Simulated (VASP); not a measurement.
Input of a VASP 6.6.1 run:

Contents of INCAR:

```
PREC = Accurate
ENCUT = 520
EDIFF = 1E-6
ISMEAR = 0
SIGMA = 0.1
LREAL = F
LASPH = T
NELM = 80
ALGO = Fast
ISIF = 2
LWAVE = F
LCHARG = T
GGA = PE
LELF = T
LVHAR = T
NBANDS = 11
```

The input KPOINTS:

```
regular mesh
0
Gamma
  18 18 18
```

The input POSCAR:

```
Pd
1.0
    0.0000000000      1.9907058526      1.9907058526
    1.9907058526      0.0000000000      1.9907058526
    1.9907058526      1.9907058526      0.0000000000
Pd
1
Direct
    0.0000000000      0.0000000000      0.0000000000
```

Potentials or basis: VASP PAW PBE potentials, release 64 (Pd).

Run with:

```bash
$ cat potpaw_PBE.64/Pd/POTCAR > POTCAR
$ mpirun -np 1 vasp_std > vasp.out
```

Estimate the pressure.

-4.8 GPa.

Predict the band gap on the k mesh.

zero (band 5 reaches 8.94 eV, above the bottom of band 6 at 7.53 eV).
